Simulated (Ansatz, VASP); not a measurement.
# NiO in VASP and in Ansatz

The input INCAR:

```
SYSTEM = NiO
ALGO = Normal
EDIFF = 1E-6
ENCUT = 600
GGA = CA
GGA_COMPAT = .False.
ISIF = 2
ISMEAR = -1
ISPIN = 2
LASPH = .True.
LCHARG = .False.
LMAXMIX = 4
LORBIT = 11
LREAL = .False.
LWAVE = .False.
MAGMOM = 1 0
NBANDS = 23
NELM = 200
PREC = Accurate
SIGMA = 0.05
```

The input KPOINTS:

```
k-points
0
Gamma
  7 7 7
  0 0 0
```

POSCAR

```
NiO
1.0
    0.0000000000      2.2406300000      2.2406300000
    2.2406300000      0.0000000000      2.2406300000
    2.2406300000      2.2406300000      0.0000000000
Ni O
1 1
Direct
    0.0000000000      0.0000000000      0.0000000000
    0.7500000000      0.7500000000      0.7500000000
```

input.yaml

```yaml
crystal:
  lattice:
    - [0.0, 2.24063, 2.24063]
    - [2.24063, 0.0, 2.24063]
    - [2.24063, 2.24063, 0.0]
  atoms:
    - { symbol: Ni, position: [0.0, 0.0, 0.0], spin: 1.0 }
    - { symbol: O, position: [0.75, 0.75, 0.75] }
hamiltonian:
  xc: lda
  pseudopotentials: { kind: paw }
magnetization:
  spin_polarized: true
kpoints:
  mp_grid: { grid: [7, 7, 7] }
scf:
  occupations: { method: fermi_dirac, width: 0.05 }
  n_extra_bands: 6
output:
  forces: true
  stress: true
  eigenvalues: true
  dos: { projected: false, de: 0.05, nscf_kmesh: { grid: [11, 11, 11] } }
```

Alike in both runs: functional LDA; k mesh 7 × 7 × 7; occupations fermi-dirac, width 0.05 eV; collinear spin.

|  | VASP | Ansatz |
| --- | --- | --- |
| version | VASP 6.6.1 | Ansatz 0.2.0 |
| potentials or method | VASP PAW LDA potentials, release 64 (Ni_sv_GW, O) | Ansatz PAW |
| plane-wave cutoff (eV) | 600 | 420 |
| valence electrons in the cell | 24 | 24 |
| task | single point | density of states |

Ansatz gave:

```
gap on the k mesh at the Fermi level (eV)                     : none
pressure (GPa)                                                : -15.2
net moment per atom (μB)                                      : 0.85
size of the moment on the site where the two differ most (μB) : 1.29
```

Problem. Which values does VASP return?

Solution. gap on the k mesh at the Fermi level (eV): none; pressure (GPa): -17.4; net moment per atom (μB): 0.79; size of the moment on the site where the two differ most (μB): 1.25.

LDA's correlation is that of Perdew and Zunger in VASP and of Perdew and Wang (1992) in Ansatz. Site moments also hang on the region over which each program counts them. A gap of «none» marks a metal or a gap that the smearing closes.
